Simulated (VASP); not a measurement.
# CrO2 (P4_2/mnm) in VASP: a series of runs, part 2 of 2

VASP 6.6.1. The steps go on from the part before.

## Step 3: Relaxation of cell and atoms, PBE, collinear spin, ferromagnetic start

This run uses another cell than the first one, of 9.44 Å³/atom, 0.983 times its volume.

Contents of INCAR:

```
PREC     = Accurate       # precision mode
ENCUT    = 600            # plane-wave cutoff, eV
EDIFF    = 1E-7           # SCF threshold, eV
ISMEAR   = 0              # smearing method
SIGMA    = 0.1            # smearing width, eV
LREAL    = F              # projectors in reciprocal space
LASPH    = T              # aspherical terms in the spheres
NELM     = 150            # most SCF steps
ALGO     = Normal         # electronic algorithm
ISIF     = 3              # what is computed and relaxed
LWAVE    = F              # write WAVECAR
LCHARG   = F              # write CHGCAR
ISPIN    = 2              # spin polarisation
MAGMOM   = 1.9 1.9 0 0 0 0 # initial moments
LORBIT   = 11             # projections on sites
LMAXMIX  = 4              # l up to which the mixer works
GGA      = PE             # functional
IBRION   = 2              # ionic algorithm
NSW      = 60             # ionic steps
EDIFFG   = -0.04          # ionic threshold
```

Contents of KPOINTS:

```
Automatic mesh
0
Gamma
  4 4 6
```

Contents of POSCAR:

```
CrO2
1.0
    4.4091916100      0.0000000000      0.0000000000
    0.0000000000      4.4091916100      0.0000000000
    0.0000000000      0.0000000000      2.9138884500
Cr O
2 4
Direct
    0.0000000000      0.0000000000      0.5000000000
    0.5000000000      0.5000000000      0.0000000000
    0.1972570100      0.1972570100      0.0000000000
    0.3027429900      0.6972569800      0.5000000000
    0.8027430200      0.8027430200      0.0000000000
    0.6972569800      0.3027429900      0.5000000000
```

Potentials or basis: VASP PAW PBE potentials, release 64 (Cr_pv, O).

Started as:

```sh
$ cat potpaw_PBE.64/Cr_pv/POTCAR potpaw_PBE.64/O/POTCAR > POTCAR
$ mpirun -np 1 vasp_std > vasp.out
```

OUTCAR:

```text
PREC = Accurate
   ENCUT = 600
   EDIFF = 1E-7
   ISMEAR = 0
   LREAL = F
   LASPH = T
   NELM = 150
   ISIF = 3
   ISPIN = 2
   LORBIT = 11
   GGA = PE
   IBRION = 2
   NSW = 60
   EDIFFG = -0.04

 ion  position               nearest neighbor table
   1  0.000  0.000  0.500-   4 1.89   6 1.89   5 1.91   5 1.91   3 1.91   3 1.91
   2  0.500  0.500  0.000-   3 1.89   5 1.89   4 1.91   6 1.91   4 1.91   6 1.91
   3  0.197  0.197  0.000-   2 1.89   1 1.91   1 1.91
   4  0.303  0.697  0.500-   1 1.89   2 1.91   2 1.91
   5  0.803  0.803  0.000-   2 1.89   1 1.91   1 1.91
   6  0.697  0.303  0.500-   1 1.89   2 1.91   2 1.91

  LATTYP: Found a simple tetragonal cell.
 ALAT       =     4.4091916100
 C/A-ratio  =     0.6608668227

  Lattice vectors:

 A1 = (   4.4091916100,   0.0000000000,   0.0000000000)
 A2 = (   0.0000000000,   4.4091916100,   0.0000000000)
 A3 = (   0.0000000000,   0.0000000000,   2.9138884500)

Analysis of symmetry for initial positions (statically):
=====================================================================
 Subroutine PRICEL returns:
 Original cell was already a primitive cell.

 Routine SETGRP: Setting up the symmetry group for a
 simple tetragonal supercell.

 Subroutine GETGRP returns: Found 16 space group operations
 (whereof  8 operations were pure point group operations)
 out of a pool of 16 trial point group operations.

The static configuration has the point symmetry D_2h.
 The point group associated with its full space group is D_4h.

Analysis of symmetry for dynamics (positions and initial velocities):
=====================================================================
 Subroutine PRICEL returns:
 Original cell was already a primitive cell.

 Routine SETGRP: Setting up the symmetry group for a
 simple tetragonal supercell.

 Subroutine GETGRP returns: Found 16 space group operations
 (whereof  8 operations were pure point group operations)
 out of a pool of 16 trial point group operations.

The dynamic configuration has the point symmetry D_2h.
 The point group associated with its full space group is D_4h.

Analysis of structural, dynamic, and magnetic symmetry:
=====================================================================
 Subroutine PRICEL returns:
 Original cell was already a primitive cell.

 Routine SETGRP: Setting up the symmetry group for a
 simple tetragonal supercell.

 Subroutine GETGRP returns: Found 16 space group operations
 (whereof  8 operations were pure point group operations)
 out of a pool of 16 trial point group operations.

The overall configuration has the point symmetry D_2h.
 The point group associated with its full space group is D_4h.

 Subroutine INISYM returns: Found 16 space group operations
 (whereof  8 operations are pure point group operations),
 and found     1 'primitive' translations

----------------------------------------------------------------------------------------

                                     Primitive cell

  volume of cell :      56.6488

  direct lattice vectors                    reciprocal lattice vectors
     4.409191610  0.000000000  0.000000000     0.226798944  0.000000000  0.000000000
     0.000000000  4.409191610  0.000000000     0.000000000  0.226798944  0.000000000
     0.000000000  0.000000000  2.913888450     0.000000000  0.000000000  0.343184036

[... 83 lines left out ...]
   ICHARG =      2    charge: 1-file 2-atom 10-const
   ISPIN  =      2    spin polarized calculation?
   LNONCOLLINEAR =      F non collinear calculations
   LSORBIT =      F    spin-orbit coupling
   LASPH  =      T    aspherical Exc in radial PAW
   ENCUT  =  600.0 eV  44.10 Ry    6.64 a.u.   8.81  8.81  5.82*2*pi/ulx,y,z
   NELM   =    150;   NELMIN=  2; NELMDL= -5     # of ELM steps
   EDIFF  = 0.1E-06   stopping-criterion for ELM
   LREAL  =      F    real-space projection
   EDIFFG = -.4E-01   stopping-criterion for IOM
   NSW    =     60    number of steps for IOM
   IBRION =      2    ionic relax: 0-MD 1-quasi-New 2-CG
   NFREE  =      1    steps in history (QN), initial steepest desc. (CG)
   ISIF   =      3    stress and relaxation
   ISYM   =      2    0-nonsym 1-usesym 2-fastsym
   POTIM  = 0.5000    time-step for ionic-motion
   TEBEG  =    0.0;   TEEND  =   0.0 temperature during run
   PSTRESS=    0.0 pullay stress
   NELECT =      48.0000    total number of electrons
   NUPDOWN=      -1.0000    fix difference up-down
   EMIN   =  10.00;   EMAX   =-10.00  energy-range for DOS
   EFERMI =   0.00;   METHOD = LEGACY
   ISMEAR =     0;   SIGMA  =   0.10  broadening in eV -4-tet -1-fermi 0-gaus
   EFERMI_NEDOS =   21; number of points for ismear=-14 and -15
   IALGO  =     38    algorithm
   IMIX   =      4    mixing-type and parameters
     AMIX     =   0.40;   BMIX     =  1.00
     AMIX_MAG =   1.60;   BMIX_MAG =  1.00
  volume/ion in A,a.u.               =       9.44        63.71
  Fermi-wavevector in a.u.,A,eV,Ry     =   1.549143  2.927457 32.651877  2.399845
  Thomas-Fermi vector in A             =   2.653993
   LORBIT       =     11    0 simple, 1 ext, 2 COOP (PROOUT), +10 PAW based schemes
   GGA     = PE    functional components
   LHFCALC =     F    Hartree Fock is set to
   AEXX    =    0.0000 exact exchange contribution
   IVDW    =     0    specifies the selected vdW correction
   LEPSILON=     F    determine dielectric tensor
   LRPA    =     F    only Hartree local field effects (RPA)
 conjugate gradient relaxation of ions
 spin polarized calculation
 Gauss-broadening in eV      SIGMA  =   0.10
  energy-cutoff  :      600.00
  volume of cell :       56.65
 maximum number of plane-waves:      1915
 NGX is ok and might be reduce to    36
   NGX = 17   NGY = 17   NGZ = 11

--------------------------------------- Ionic step        1  -------------------------------------------

 number of electron      48.0000006 magnetization       3.9999579

 Free energy of the ion-electron system (eV)
  ---------------------------------------------------
  ext. energy  EPLUGINS =         0.00000000
  ---------------------------------------------------
  free energy    TOTEN  =       -50.34024385 eV

  energy without entropy =      -50.33063061  energy(sigma->0) =      -50.33543723

------------------------ aborting loop because EDIFF is reached ----------------------------------------

  FORCE on cell =-STRESS in cart. coord.  units (eV):
  Direction    XX          YY          ZZ          XY          YZ          ZX
  --------------------------------------------------------------------------------------
  -------------------------------------------------------------------------------------
  Total        1.7413578      1.7413578      1.4958707     -0.0000000      0.0000000      0.0000000
  in kB       49.2501708     49.2501708     42.3071515     -0.0000000      0.0000000      0.0000000
  external PRESSURE =      46.9358310 kB  Pullay stress =       0.0000000 kB
[... 107 lines left out ...]
--------------------------------------- Ionic step        4  -------------------------------------------

 number of electron      48.0000005 magnetization       4.0000008

 Free energy of the ion-electron system (eV)
  ---------------------------------------------------
  ext. energy  EPLUGINS =         0.00000000
  ---------------------------------------------------
  free energy    TOTEN  =       -50.35763555 eV

  energy without entropy =      -50.34865294  energy(sigma->0) =      -50.35314424

 E-fermi :   5.4926     XC(G=0): -11.8300

 val. band max:        5.4653741104   @ k =   0.0000   0.0000   0.5000
 cond. band min:       5.5616432516   @ k =   0.2500   0.2500   0.3333
 fundamental gap:      0.0962691412
 Fermi energy:         5.4925947207

 spin component 1

 k-point     1 :       0.0000    0.0000    0.0000
  band No.  band energies     occupation
      1     -39.4271      1.00000
      2     -39.4271      1.00000
      3     -39.3059      1.00000
      4     -39.3059      1.00000
      5     -39.2284      1.00000
      6     -39.2152      1.00000
[... 781 lines left out ...]
     29       8.4066      0.00000
     30       8.4066      0.00000
 Fermi energy:         5.4925947207

 spin component 2

 k-point     1 :       0.0000    0.0000    0.0000
  band No.  band energies     occupation
      1     -37.3992      1.00000
      2     -37.3992      1.00000
      3     -37.0589      1.00000
      4     -37.0589      1.00000
      5     -36.8584      1.00000
      6     -36.8427      1.00000
[... 814 lines left out ...]
  FREE ENERGIE OF THE ION-ELECTRON SYSTEM (eV)
  ---------------------------------------------------
  free  energy   TOTEN  =       -50.3576355514 eV

  energy  without entropy=      -50.3486529365  energy(sigma->0) =      -50.35314424

 reached required accuracy - stopping structural energy minimisation

 total charge

# of ion       s       p       d       tot
------------------------------------------
    1        0.361   6.453   4.012  10.826
    2        0.361   6.453   4.012  10.826
    3        1.568   3.459   0.000   5.027
    4        1.568   3.459   0.000   5.027
    5        1.568   3.459   0.000   5.027
    6        1.568   3.459   0.000   5.027
--------------------------------------------------
tot          6.996  26.740   8.024  41.759

 magnetization (x)

# of ion       s       p       d       tot
------------------------------------------
    1        0.024   0.031   2.051   2.106
    2        0.024   0.031   2.051   2.106
    3       -0.003  -0.075   0.000  -0.078
    4       -0.003  -0.075   0.000  -0.078
    5       -0.003  -0.075   0.000  -0.078
    6       -0.003  -0.075   0.000  -0.078
--------------------------------------------------
tot          0.038  -0.239   4.102   3.901
```

Wall time 4.6 min (1 thread of Intel Xeon Platinum 8259CL at 2.50GHz (Skylake/Cascade Lake), shared host); peak memory 0.24 GiB.

Results:

- Free energy: -50.3576 eV
- Relaxed volume: 9.63 Å³/atom
- Relaxed cell: a = 4.445 Å, b = 4.445 Å, c = 2.925 Å, α = 90.00°, β = 90.00°, γ = 90.00°
- Space group after relaxing (to 0.05 Å): P4_2/mnm (No. 136)
- Energy gained by relaxing: 2.9 meV/atom
- Ionic steps: 4
- Pressure after relaxing: 0.0 GPa
- Largest force after relaxing: 0.010 eV/Å
- Band gap on the k mesh: zero (filled and empty bands overlap)
- Net moment: 4.00 μB per cell
- Site moments: Cr +2.11; O -0.08 μB
- Valence electrons inside the program's atomic spheres: Cr 10.83; O 5.03

Forces in eV/Å, atoms in the order of the input:
```
Cr   0.000  0.000  0.000
Cr   0.000  0.000  0.000
O   -0.007 -0.007  0.000
O    0.007 -0.007  0.000
O    0.007  0.007  0.000
O   -0.007  0.007  0.000
```

The path:
```csv
step,energy change (eV),largest force (eV/Å),pressure (GPa),volume (Å³)
1,0.0000,0.0392,4.69,56.65
2,0.0008,0.1126,-4.64,58.95
3,-0.0163,0.0744,-0.10,57.77
4,-0.0174,0.0101,-0.02,57.80
```

Final structure:
```
CELL_PARAMETERS angstrom
4.44499 0.00000 0.00000
0.00000 4.44499 0.00000
0.00000 0.00000 2.92529
ATOMIC_POSITIONS crystal
Cr 0.00000 0.00000 0.50000
Cr 0.50000 0.50000 0.00000
O 0.19658 0.19658 0.00000
O 0.30342 0.69658 0.50000
O 0.80342 0.80342 0.00000
O 0.69658 0.30342 0.50000
```

Levels at points of the mesh, in eV from the Fermi level:
Spin up:
| k point | band 22 | band 23 | band 24 | band 25 | band 26 | band 27 | band 28 | band 29 | band 30 |
| --- | --- | --- | --- | --- | --- | --- | --- | --- | --- |
| (0.00, 0.00, 0.00) | -1.18 | -1.18 | -1.14 | -1.14 | -1.11 | -0.54 | 1.06 | 1.16 | 3.76 |
| (0.50, 0.00, 0.00) | -1.58 | -0.78 | -0.78 | -0.35 | -0.35 | 0.34 | 0.34 | 3.24 | 3.24 |
| (0.50, 0.50, 0.00) | -2.05 | -1.48 | -1.48 | -1.12 | -1.12 | 0.88 | 0.88 | 2.67 | 2.67 |
| (0.00, 0.00, 0.50) | -2.66 | -0.71 | -0.71 | -0.03 | -0.03 | 0.74 | 0.74 | 2.41 | 2.41 |
| (0.50, 0.00, 0.50) | -1.84 | -1.43 | -1.43 | -0.71 | -0.71 | 0.92 | 0.92 | 1.62 | 1.62 |
| (0.50, 0.50, 0.50) | -1.70 | -0.71 | -0.71 | -0.24 | -0.24 | 0.07 | 0.07 | 2.91 | 2.91 |
Spin down:
```csv
k point,band 19,band 20,band 21,band 22,band 23,band 24,band 25,band 26
"(0.00, 0.00, 0.00)",-1.69,-1.34,-1.34,-0.91,0.96,0.97,1.22,1.22
"(0.50, 0.00, 0.00)",-2.82,-2.82,-1.71,-1.71,1.62,1.62,1.79,1.79
"(0.50, 0.50, 0.00)",-2.50,-2.50,-2.14,-2.14,0.98,0.98,1.24,1.24
"(0.00, 0.00, 0.50)",-3.50,-3.50,-2.55,-2.55,1.64,1.64,2.10,2.10
"(0.50, 0.00, 0.50)",-3.08,-3.08,-2.02,-2.02,0.70,0.70,2.14,2.14
"(0.50, 0.50, 0.50)",-2.33,-2.33,-1.63,-1.63,1.30,1.30,1.99,1.99
```

Caveat: semilocal functionals often make such compounds metallic where correlation or magnetic order opens a gap, which also shifts bond lengths; only a ferromagnetic start was run, and an antiferromagnetic order may lie lower in energy. With open d or f shells a metallic result of PBE can be an artefact of self-interaction; +U or a hybrid may open a gap.

## Step 4: Single point, PBE, collinear spin, antiferromagnetic start

This run uses another cell than the first one, of 9.44 Å³/atom, 0.983 times its volume.

Contents of INCAR:

```
PREC = Accurate
ENCUT = 520
EDIFF = 1E-7
ISMEAR = 0
SIGMA = 0.1
LREAL = False
LASPH = True
NELM = 150
ALGO = Normal
ISIF = 2
LWAVE = False
LCHARG = False
ISPIN = 2
MAGMOM = 3 -3 0 0 0 0
LORBIT = 11
LMAXMIX = 4
GGA = PE
NBANDS = 37
```

KPOINTS is that of step 3.

POSCAR is that of step 3.

Started as:

```sh
$ cat potpaw_PBE.64/Cr_pv/POTCAR potpaw_PBE.64/O/POTCAR > POTCAR
$ mpirun -np 1 vasp_std > vasp.out
```

Wall time 1.9 min (1 thread of Intel Xeon Platinum 8259CL at 2.50GHz (Skylake/Cascade Lake), shared host); peak memory 0.23 GiB.

It converged, with:

```yaml
Free_energy: -50.0140 eV
Pressure: 4.0 GPa
Largest_force: 0.099 eV/Å
Band_gap_on_the_k_mesh: zero (filled and empty bands overlap)
Net_moment: 0.00 μB per cell
Site_moments: Cr +1.77, -1.77; O -0.02, +0.02 μB
Valence_electrons_inside_the_program's_atomic_spheres: Cr 10.89; O 5.04
```

Forces in eV/Å, atoms in the order of the input:
```
Cr   0.000  0.000  0.000
Cr   0.000  0.000  0.000
O   -0.070 -0.070  0.000
O    0.070 -0.070  0.000
O    0.070  0.070  0.000
O   -0.070  0.070  0.000
```

Stress tensor (GPa, compression positive):
```
5.14 0.00 0.00
0.00 5.14 0.00
0.00 0.00 1.78
```

Levels at points of the mesh, in eV from the Fermi level:
Spin up:
```
           k point  band 21  band 22  band 23  band 24  band 25  band 26  band 27  band 28
(0.00, 0.00, 0.00)    -1.16    -1.05    -0.79    -0.78    -0.15     0.90     1.08     2.18
(0.50, 0.00, 0.00)    -1.60    -1.55    -0.56    -0.08     0.66     1.68     1.82     2.00
(0.50, 0.50, 0.00)    -2.08    -2.02    -1.13    -0.76     0.78     1.09     1.15     2.34
(0.00, 0.00, 0.50)    -2.56    -2.49    -0.47     0.28     0.95     1.63     2.13     2.54
(0.50, 0.00, 0.50)    -1.92    -1.86    -0.55    -0.45    -0.34     1.88     2.07     2.13
(0.50, 0.50, 0.50)    -1.59    -1.51    -0.46     0.00     0.27     1.27     2.01     2.20
```
Spin down:
```tsv
k point	band 21	band 22	band 23	band 24	band 25	band 26	band 27	band 28
(0.00, 0.00, 0.00)	-1.16	-1.05	-0.79	-0.78	-0.15	0.90	1.08	2.18
(0.50, 0.00, 0.00)	-1.60	-1.55	-0.56	-0.08	0.66	1.68	1.82	2.00
(0.50, 0.50, 0.00)	-2.08	-2.02	-1.13	-0.76	0.78	1.09	1.15	2.34
(0.00, 0.00, 0.50)	-2.56	-2.49	-0.47	0.28	0.95	1.63	2.13	2.54
(0.50, 0.00, 0.50)	-1.92	-1.86	-0.55	-0.45	-0.34	1.88	2.07	2.13
(0.50, 0.50, 0.50)	-1.59	-1.51	-0.46	0.00	0.27	1.27	2.01	2.20
```

Caveat: semilocal functionals often make such compounds metallic where correlation or magnetic order opens a gap, which also shifts bond lengths. With open d or f shells a metallic result of PBE can be an artefact of self-interaction; +U or a hybrid may open a gap.

## Step 5: Overview

```tsv
task	spin	cell	cutoff (eV)	gap on the mesh (eV)	pressure (GPa)	moment (μB)	largest force (eV/Å)
single point	collinear, ferromagnetic start	a = 4.441, b = 4.441, c = 2.923 Å, 6 atoms	520	none	0.8	4.00	0.02
relaxation of cell and atoms	collinear, ferromagnetic start	relaxed from a = 4.409, b = 4.409, c = 2.914 Å, 6 atoms	600	none	0.0	4.00	0.01
single point	collinear, antiferromagnetic start	a = 4.409, b = 4.409, c = 2.914 Å, 6 atoms	520	none	4.0	0.00	0.10
```

Alike in all rows: level PBE; potentials or basis VASP PAW PBE potentials, release 64 (Cr_pv, O); k mesh 4 × 4 × 6; smearing gaussian 0.1 eV.

Caveats: semilocal functionals often make such compounds metallic where correlation or magnetic order opens a gap, which also shifts bond lengths.

Total energies depend on the potentials used, so only differences within one code and one set of settings carry meaning.
